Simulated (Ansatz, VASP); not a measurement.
## Two plane-wave programs on Cs4Sb

The input INCAR:

```
SYSTEM = Cs4Sb
  ALGO = Normal
  EDIFF = 1E-7
  EDIFFG = -0.04
  ENCUT = 500
  GGA = PE
  GGA_COMPAT = .False.
  IBRION = 2
  ISIF = 3
  ISMEAR = 0
  LASPH = .True.
  LCHARG = .False.
  LREAL = .False.
  LWAVE = .False.
  NELM = 120
  NELMIN = 4
  NSW = 90
  PREC = Accurate
  SIGMA = 0.1
```

KPOINTS

```
k-points
0
Gamma
  4 4 4
  0 0 0
```

The input POSCAR:

```
Cs4Sb
1.0
   -3.3992013300      3.3992013300      3.3992013300
    3.3992013300     -3.3992013300      3.3992013300
    3.3992013300      3.3992013300     -3.3992013300
Cs Sb
4 1
Direct
    0.5000000000      0.5000000000      0.5000000000
    0.0000000000      0.0000000000      0.5000000000
    0.0000000000      0.5000000000      0.0000000000
    0.5000000000      0.0000000000      0.0000000000
    0.0000000000      0.0000000000      0.0000000000
```

Input for Ansatz:

```yaml
crystal:
  lattice:
    - [-3.39920133, 3.39920133, 3.39920133]
    - [3.39920133, -3.39920133, 3.39920133]
    - [3.39920133, 3.39920133, -3.39920133]
  atoms:
    - { symbol: Cs, position: [0.5, 0.5, 0.5] }
    - { symbol: Cs, position: [0.0, 0.0, 0.5] }
    - { symbol: Cs, position: [0.0, 0.5, 0.0] }
    - { symbol: Cs, position: [0.5, 0.0, 0.0] }
    - { symbol: Sb, position: [0.0, 0.0, 0.0] }
basis:
  ecutwfc: 420
kpoints:
  mp_grid: { grid: [4, 4, 4] }
hamiltonian:
  xc: pbe
scf:
  occupations: { method: gaussian, width: 0.1 }
  lower_state_search: "off"
output:
  forces: true
  stress: true
  eigenvalues: true
relax:
  adjacent_minimum: "off"
  f_tol: 0.04
  max_steps: 70
  cell: { stress_tol: 0.4 }
```

Alike in both runs: task relaxation of cell and atoms; functional PBE; k mesh 4 × 4 × 4; occupations gaussian, width 0.1 eV; no spin polarisation.

|  | VASP | Ansatz |
| --- | --- | --- |
| version | VASP 6.6.1 | Ansatz 0.2.0 |
| potentials or method | VASP PAW PBE potentials, release 64 (Cs_sv, Sb_d_GW), cutoff 500 eV | scalar-relativistic, plane waves, PAW |
| valence electrons in the cell | 51 | 51 |

|  | VASP | Ansatz | Ansatz less VASP |
| --- | --- | --- | --- |
| gap on the k mesh at the Fermi level, each at its own relaxed structure (eV) | none | none | - |
| relaxed volume (Å³/atom) | 78.08 | 77.25 | -0.831 |
| relaxed cell length with the largest relative difference (Å) | 7.975 | 7.946 | -0.0284 |

A gap of «none» marks a metal or a gap that the smearing closes.

Neither program's run includes spin-orbit coupling. Noted on VASP's run: the volume moved by over 15 % at a fixed basis, so the end points are rough.
